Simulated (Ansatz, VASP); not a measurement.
BaB5: VASP beside Ansatz

```
Ba B
1.0
     4.95996    0.00000    0.00000
    -2.47998    4.29545    0.00000
     0.00000    0.00000    2.92989
Ba B
1 5
Direct
  0.00000 0.00000 0.00000
  0.33333 0.66667 0.00000
  0.66667 0.33333 0.00000
  0.50000 0.00000 0.50000
  0.50000 0.50000 0.50000
  0.00000 0.50000 0.50000
```

Change from the starting cell: species swapped into the DyRh5 type (P6/mmm, No. 191).

Alike in both runs: functional PBE; k mesh 12 × 12 × 12; occupations gaussian, width 0.1 eV; no spin polarisation.

Ansatz relaxed the structure, and its values are those at the end. VASP's run is a single point on that final structure, the one shown.

|  | VASP | Ansatz |
| --- | --- | --- |
| version | VASP 6.6.1 | Ansatz 0.2.0 |
| potentials or method | VASP PAW PBE potentials, release 64 (Ba_sv, B), cutoff 520 eV | scalar-relativistic, plane waves, PAW |
| valence electrons in the cell | 25 | 25 |

```csv
,VASP,Ansatz,Ansatz less VASP
gap on the k mesh at the Fermi level (eV),none,none,-
pressure (GPa),3.8,0.0,-3.84
```

A gap of «none» marks a metal or a gap that the smearing closes.

Spin-orbit coupling is off throughout.
